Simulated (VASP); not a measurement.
CoPtO2: single point with PBE

The system is CoPtO2.

```
Pt Co O
1.0
     1.42162    0.82077    5.97872
    -1.42162    0.82077    5.97872
     0.00000   -1.64155    5.97872
Pt Co O
1 1 2
Direct
  0.00000 0.00000 0.00000
  0.50000 0.50000 0.50000
  0.11224 0.11224 0.11224
  0.88776 0.88776 0.88776
```

| Item | Value |
| --- | --- |
| Program | VASP 6.6.1 |
| Task | single point |
| Functional | PBE |
| Potentials or basis | VASP PAW PBE potentials, release 64 (Pt, Co, O) |
| Cutoff | 520 eV |
| k mesh | 11 × 11 × 11 |
| Occupations | fermi-dirac, width 0.05 eV |
| Spin | collinear spin, ferromagnetic start |
| Starting moments | [0.0, 2.0, 0.0, 0.0] μB |

```
Pressure                                              : 0.9 GPa
Largest force                                         : 0.073 eV/Å
Net moment                                            : 0.00 μB per cell
Valence electrons inside the program's atomic spheres : Pt 9.18; Co 8.40; O 5.00
```

Forces in eV/Å, atoms in the order of the input:
```
Pt   0.000  0.000  0.000
Co   0.000  0.000  0.000
O    0.000  0.000 -0.073
O    0.000  0.000  0.073
```

Stress tensor (GPa, compression positive):
```
 1.56  0.00  0.00
 0.00  1.56  0.00
 0.00  0.00 -0.57
```

Levels at points of the mesh, in eV from the Fermi level:
Spin up:
```csv
k point,band 13,band 14,band 15,band 16,band 17,band 18,band 19,band 20
"(0.00, 0.00, 0.00)",-1.93,-1.60,-1.60,-1.54,1.77,1.77,2.63,5.53
```
Spin down:
```csv
k point,band 14,band 15,band 16,band 17,band 18,band 19
"(0.00, 0.00, 0.00)",-1.60,-1.60,-1.54,1.77,1.77,2.63
```

It took 10 min on 1 thread of Intel(R) Xeon(R) 6975P-C (Granite Rapids), on a shared host, peak memory 0.6 GiB.

Caveat: spin-orbit coupling is left out, which moves the levels of the heavy elements; semilocal functionals often make such compounds metallic where correlation or magnetic order opens a gap, which also shifts bond lengths. With open d or f shells a metallic result of PBE can be an artefact of self-interaction; +U or a hybrid may open a gap.
